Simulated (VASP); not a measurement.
# O (R-3m) in VASP: further runs

The runs below take O through molecular dynamics, single point, with LDA, PBE-based screened hybrid with 25 % exact exchange.

All numbers are computed with VASP 6.6.1; they aren't measurements. Logs are shortened: lines on timing, memory, paths and dates and some standing lists are left out, and cuts for length are marked.

### 1 The cell of the first run

Symmetry: R-3m, No. 166, trigonal system. Conventional cell: a = 3.350 Å, b = 3.350 Å, c = 11.196 Å, α = 90.00°, β = 90.00°, γ = 120.00°. Within 1.6 Å of O (site symmetry 3m) lie 1 O at 1.22 Å.

### 2 Molecular dynamics, LDA

INCAR

```
  ALGO = Normal
  EDIFF = 1E-5
  ENCUT = 520
  GGA = CA
  IBRION = 0
  ISIF = 2
  ISMEAR = 1
  ISYM = 0
  LASPH = True
  LCHARG = False
  LREAL = False
  LWAVE = False
  MDALGO = 2
  NELM = 100
  NELMIN = 4
  NSW = 20
  POTIM = 2.0
  PREC = Accurate
  RANDOM_SEED = 2929 0 0
  SIGMA = 0.05
  SMASS = 0
  TEBEG = 600.0
  TEEND = 600.0
```

KPOINTS

```
k-points
0
Gamma
  7 7 7
```

POSCAR

```
O
1.0
    1.6749479049      0.9670316238      3.7319995215
   -1.6749479049      0.9670316238      3.7319995215
    0.0000000000     -1.9340632475      3.7319995215
O
2
Direct
    0.0546147200      0.0546147200      0.0546147200
    0.9453852800      0.9453852800      0.9453852800
```

Potentials or basis: VASP PAW LDA potentials, release 64 (O).

The run is started by

```sh
$ cat potpaw_LDA.64/O/POTCAR > POTCAR
$ mpirun -np 1 vasp_std > vasp.out
```

OUTCAR:

```text
EDIFF = 1E-5
   ENCUT = 520
   GGA = CA
   IBRION = 0
   ISIF = 2
   ISMEAR = 1
   ISYM = 0
   LASPH = True
   LREAL = False
   NELM = 100
   NELMIN = 4
   NSW = 20
   POTIM = 2.0
   PREC = Accurate
   TEBEG = 600.0

 ion  position               nearest neighbor table
   1  0.055  0.055  0.055-   2 1.22
   2  0.945  0.945  0.945-   1 1.22

IMPORTANT INFORMATION: All symmetrisations will be switched off!
NOSYMM: (Re-)initialisation of all symmetry stuff for point group C_1.

----------------------------------------------------------------------------------------

                                     Primitive cell

  volume of cell :      36.2689

  direct lattice vectors                    reciprocal lattice vectors
     1.674947905  0.967031624  3.731999522     0.298516747  0.172348724  0.089317625
    -1.674947905  0.967031624  3.731999522    -0.298516747  0.172348724  0.089317625
     0.000000000 -1.934063247  3.731999522     0.000000000 -0.344697449  0.089317625

  length of vectors
     4.203382099  4.203382099  4.203382099     0.356081408  0.356081408  0.356081408

  position of ions in fractional coordinates (direct lattice)
     0.054614720  0.054614720  0.054614720
     0.945385280  0.945385280  0.945385280

  ion indices of the primitive-cell ions
   primitive index   ion index
                 1           1
                 2           2

----------------------------------------------------------------------------------------

 KPOINTS: k-points

Automatic generation of k-mesh.
 Grid dimensions read from file:
 generate k-points for:    7    7    7

 Generating k-lattice:

  Cartesian coordinates                     Fractional coordinates (reciprocal lattice)
     0.042645250  0.024621246  0.012759661     0.142857143  0.000000000  0.000000000
    -0.042645250  0.024621246  0.012759661     0.000000000  0.142857143  0.000000000
     0.000000000 -0.049242493  0.012759661     0.000000000  0.000000000  0.142857143

  Length of vectors
     0.050868773  0.050868773  0.050868773

  Shift w.r.t. Gamma in fractional coordinates (k-lattice)
     0.000000000  0.000000000  0.000000000

 Subroutine IBZKPT returns following result:
 ===========================================

 Found    172 irreducible k-points:

 Following reciprocal coordinates:
            Coordinates               Weight
  0.000000  0.000000  0.000000      1.000000
  0.142857  0.000000  0.000000      2.000000
  0.000000  0.142857  0.000000      2.000000
  0.000000  0.000000  0.142857      2.000000
  0.285714  0.000000  0.000000      2.000000
  0.000000  0.285714  0.000000      2.000000
[... 16 lines left out ...]
 -0.142857 -0.428571 -0.000000      2.000000
  0.142857  0.000000  0.428571      2.000000
 [... further k-points ...]
   k-points           NKPTS =    172   k-points in BZ     NKDIM =    172   number of bands    NBANDS=     10
   number of dos      NEDOS =    301   number of ions     NIONS =      2
   total plane-waves  NPLWV =  32768
   dimension x,y,z NGX =    32 NGY =   32 NGZ =   32
   dimension x,y,z NGXF=    64 NGYF=   64 NGZF=   64
   ions per type =               2
   NGX,Y,Z   is equivalent  to a cutoff of  12.66, 12.66, 12.66 a.u.
   NGXF,Y,Z  is equivalent  to a cutoff of  25.31, 25.31, 25.31 a.u.
 SYSTEM =  unknown system
   PREC   = accura    normal or accurate (medium, high low for compatibility)
   ISTART =      0    job   : 0-new  1-cont  2-samecut
   ICHARG =      2    charge: 1-file 2-atom 10-const
   ISPIN  =      1    spin polarized calculation?
   LNONCOLLINEAR =      F non collinear calculations
   LSORBIT =      F    spin-orbit coupling
   LASPH  =      T    aspherical Exc in radial PAW
   ENCUT  =  520.0 eV  38.22 Ry    6.18 a.u.   7.82  7.82  7.82*2*pi/ulx,y,z
   NELM   =    100;   NELMIN=  4; NELMDL= -5     # of ELM steps
   EDIFF  = 0.1E-04   stopping-criterion for ELM
   LREAL  =      F    real-space projection
   EDIFFG = 0.1E-03   stopping-criterion for IOM
   NSW    =     20    number of steps for IOM
   IBRION =      0    ionic relax: 0-MD 1-quasi-New 2-CG
   NFREE  =      0    steps in history (QN), initial steepest desc. (CG)
   ISIF   =      2    stress and relaxation
   ISYM   =      0    0-nonsym 1-usesym 2-fastsym
   POTIM  = 2.0000    time-step for ionic-motion
   TEBEG  =  600.0;   TEEND  = 600.0 temperature during run
   PSTRESS=    0.0 pullay stress
   NELECT =      12.0000    total number of electrons
   NUPDOWN=      -1.0000    fix difference up-down
   EMIN   =  10.00;   EMAX   =-10.00  energy-range for DOS
   EFERMI =   0.00;   METHOD = LEGACY
   ISMEAR =     1;   SIGMA  =   0.05  broadening in eV -4-tet -1-fermi 0-gaus
   EFERMI_NEDOS =   21; number of points for ismear=-14 and -15
   IALGO  =     38    algorithm
   IMIX   =      4    mixing-type and parameters
     AMIX     =   0.40;   BMIX     =  1.00
     AMIX_MAG =   1.60;   BMIX_MAG =  1.00
  volume/ion in A,a.u.               =      18.13       122.38
  Fermi-wavevector in a.u.,A,eV,Ry     =   1.132288  2.139714 17.443710  1.282077
  Thomas-Fermi vector in A             =   2.268989
   LORBIT       =      0    0 simple, 1 ext, 2 COOP (PROOUT), +10 PAW based schemes
   GGA     = CA    functional components
   LHFCALC =     F    Hartree Fock is set to
   AEXX    =    0.0000 exact exchange contribution
   IVDW    =     0    specifies the selected vdW correction
   LEPSILON=     F    determine dielectric tensor
   LRPA    =     F    only Hartree local field effects (RPA)
 molecular dynamics for ions
 non-spin polarized calculation
 Methfessel and Paxton  Order N= 1 SIGMA  =   0.05
  energy-cutoff  :      520.00
  volume of cell :       36.27
 maximum number of plane-waves:       995
   NGX = 15   NGY = 15   NGZ = 15

--------------------------------------- Ionic step        1  -------------------------------------------

 number of electron      11.9999996 magnetization

 Free energy of the ion-electron system (eV)
  ---------------------------------------------------
  ext. energy  EPLUGINS =         0.00000000
  ---------------------------------------------------
  free energy    TOTEN  =       -10.03854181 eV

  energy without entropy =      -10.03889123  energy(sigma->0) =      -10.03865828

------------------------ aborting loop because EDIFF is reached ----------------------------------------

  FORCE on cell =-STRESS in cart. coord.  units (eV):
  Direction    XX          YY          ZZ          XY          YZ          ZX
  --------------------------------------------------------------------------------------
  -------------------------------------------------------------------------------------
  Total       -1.3482995     -1.3482396     -0.6944541     -0.0000034      0.0000003     -0.0000041
  in kB      -59.5610242    -59.5583787    -30.6774555     -0.0001495      0.0000139     -0.0001814
  external PRESSURE =     -49.9322861 kB  Pullay stress =       0.0000000 kB
[... 115 lines left out ...]
  ENERGY OF THE ELECTRON-ION-THERMOSTAT SYSTEM (eV)
  ---------------------------------------------------
% ion-electron   TOTEN  =       -10.029233  see above
  kinetic energy EKIN   =         0.068828
  kin. lattice  EKIN_LAT=         0.000000  (temperature  532.48 K)
  nose potential ES     =        -0.000091
  nose kinetic   EPS    =         0.000006
  ---------------------------------------------------
  total energy   ETOTAL =        -9.960490 eV

[... ionic steps 4 to 17 ...]

--------------------------------------- Ionic step       18  -------------------------------------------

 number of electron      12.0000002 magnetization

------------------------ aborting loop because EDIFF is reached ----------------------------------------

  FORCE on cell =-STRESS in cart. coord.  units (eV):
  Direction    XX          YY          ZZ          XY          YZ          ZX
  --------------------------------------------------------------------------------------
  -------------------------------------------------------------------------------------
  Total       -1.1996336     -1.0296807      0.6814187      0.1046078     -0.0593326     -0.0118197
  in kB      -52.9937166    -45.4860639     30.1016183      4.6210432     -2.6210119     -0.5221339
  external PRESSURE =     -22.7927207 kB  Pullay stress =       0.0000000 kB
[... 69 lines left out ...]
  ENERGY OF THE ELECTRON-ION-THERMOSTAT SYSTEM (eV)
  ---------------------------------------------------
% ion-electron   TOTEN  =        -9.940491  see above
  kinetic energy EKIN   =         0.009375
  kin. lattice  EKIN_LAT=         0.000000  (temperature   72.53 K)
  nose potential ES     =        -0.083054
  nose kinetic   EPS    =         0.053714
  ---------------------------------------------------
  total energy   ETOTAL =        -9.960456 eV

--------------------------------------- Ionic step       20  -------------------------------------------

 number of electron      12.0000002 magnetization

 Free energy of the ion-electron system (eV)
  ---------------------------------------------------
  ext. energy  EPLUGINS =         0.00000000
  ---------------------------------------------------
  free energy    TOTEN  =        -9.94021775 eV

  energy without entropy =       -9.94013433  energy(sigma->0) =       -9.94018995

 E-fermi :  -2.2325     XC(G=0):  -7.8734

 val. band max:       -2.2328680830   @ k =   0.1429   0.0000  -0.2857
 cond. band min:      -2.2297330876   @ k =   0.1429  -0.4286   0.1429
 fundamental gap:      0.0031349953
 Fermi energy:        -2.2324903123

 k-point     1 :       0.0000    0.0000    0.0000
  band No.  band energies     occupation
      1     -28.9770      2.00000
      2     -15.6266      2.00000
      3     -10.1427      2.00000
      4      -8.8426      2.00000
      5      -8.8022      2.00000
      6      -2.1756     -0.06833
      7      -2.0341     -0.00000
      8       3.7882      0.00000
      9       8.4847      0.00000
     10      10.7823      0.00000
[... 287 lines left out ...]
 k-point    24 :       0.1429    0.0000    0.4286
  band No.  band energies     occupation
      1     -28.8954      2.00000
      2     -15.6355      2.00000
      3      -9.9032      2.00000
      4      -9.4529      2.00000
      5      -9.0412      2.00000
      6      -2.3365      2.01226
      7      -2.1436     -0.03067
      8       6.2217      0.00000
      9       8.1014      0.00000
     10       9.4435      0.00000

 [... further k-points ...]
[... 5 lines left out ...]
  --------------------------------------------------------------------------------------
  -------------------------------------------------------------------------------------
  Total       -1.1805076     -0.9821372      0.7395724      0.1208893     -0.0093863      0.0083488
  in kB      -52.1488274    -43.3858312     32.6705502      5.3402738     -0.4146386      0.3688071
  external PRESSURE =     -20.9547028 kB  Pullay stress =       0.0000000 kB
[... 23 lines left out ...]
  ENERGY OF THE ELECTRON-ION-THERMOSTAT SYSTEM (eV)
  ---------------------------------------------------
% ion-electron   TOTEN  =        -9.940218  see above
  kinetic energy EKIN   =         0.010719
  kin. lattice  EKIN_LAT=         0.000000  (temperature   82.92 K)
  nose potential ES     =        -0.098237
  nose kinetic   EPS    =         0.067119
  ---------------------------------------------------
  total energy   ETOTAL =        -9.960617 eV
```

Wall time 3.9 min (1 thread of AMD EPYC 9R45 (Zen 5), shared host); peak memory 0.21 GiB.

Step by step:
```csv
step,potential energy change (eV),largest force (eV/Å),pressure (GPa),volume (Å³),temperature (K)
1,0.0000,0.1456,-4.99,36.27,598
2,0.0037,0.6845,-5.91,36.27,573
3,0.0093,1.0102,-6.49,36.27,532
4,0.0124,1.0371,-6.52,36.27,511
5,0.0123,0.7652,-5.98,36.27,513
6,0.0132,0.3047,-5.00,36.27,509
7,0.0190,0.4426,-3.88,36.27,472
8,0.0283,0.8753,-3.03,36.27,412
9,0.0357,0.9902,-2.79,36.27,366
10,0.0394,0.7284,-3.26,36.27,349
11,0.0433,0.3606,-4.22,36.27,332
12,0.0516,0.6274,-5.26,36.27,287
13,0.0623,1.0113,-6.00,36.27,224
14,0.0704,1.1406,-6.20,36.27,181
15,0.0732,0.9546,-5.79,36.27,175
16,0.0742,0.5402,-4.79,36.27,187
17,0.0793,0.5559,-3.48,36.27,171
18,0.0896,1.1064,-2.28,36.27,118
19,0.0981,1.3950,-1.71,36.27,73
20,0.0983,1.1695,-2.10,36.27,83
```

Caveat: the standard files for N, O and F lose accuracy on very short bonds; spin is off for a triplet molecule.

### 3 Single point, LDA (14.51 Å³/atom)

This run uses another cell than the first one, of 14.51 Å³/atom.

INCAR

```
  ALGO = Normal
  EDIFF = 1E-6
  ENCUT = 600
  GGA = CA
  GGA_COMPAT = F
  ISIF = 2
  ISMEAR = -5
  LASPH = T
  LCHARG = F
  LREAL = F
  LWAVE = F
  NBANDS = 13
  NELM = 120
  PREC = Accurate
  SIGMA = 0.05
```

KPOINTS

```
k-points
0
Gamma
  9 9 9
```

POSCAR

```
O
1.0
    1.5548838985      0.8977126374      3.4644814612
   -1.5548838985      0.8977126374      3.4644814612
    0.0000000000     -1.7954252746      3.4644814612
O
2
Direct
    0.0546147200      0.0546147200      0.0546147200
    0.9453852800      0.9453852800      0.9453852800
```

Potentials or basis: VASP PAW LDA potentials, release 64 (O).

The run is started by

```sh
$ cat potpaw_LDA.64/O/POTCAR > POTCAR
$ mpirun -np 1 vasp_std > vasp.out
```

Wall time 49 s (1 thread of Intel Xeon 8259CL, shared host); peak memory 0.16 GiB.

The run converged. Its results:

- Free energy: -9.9382 eV
- Pressure: 12.1 GPa
- Largest force: 8.975 eV/Å
- Band gap on the k mesh: zero (bands 6 and 7 overlap by 0.81 eV)

Forces on the atoms (eV/Å):
```
O    0.000  0.000  8.975
O    0.000  0.000 -8.975
```

Stress tensor (GPa, compression positive):
```
-9.05  0.00  0.00
 0.00 -9.05  0.00
 0.00  0.00 54.32
```

Levels at points of the mesh, in eV from the Fermi level:
| k point | band 2 | band 3 | band 4 | band 5 | band 6 | band 7 | band 8 | band 9 | band 10 | band 11 |
| --- | --- | --- | --- | --- | --- | --- | --- | --- | --- | --- |
| (0.00, 0.00, 0.00) | -13.37 | -9.16 | -7.85 | -7.85 | 0.34 | 0.34 | 6.27 | 12.54 | 13.37 | 17.17 |

Caveat: the standard files for N, O and F lose accuracy on very short bonds; spin is off for a triplet molecule; the cell stands under pressure; forces of over 1 eV/Å act on the atoms, so gaps and moduli don't describe the material at rest; tetrahedron occupations give inexact forces and stress in metals.

(Continued in part 2 of 2.)
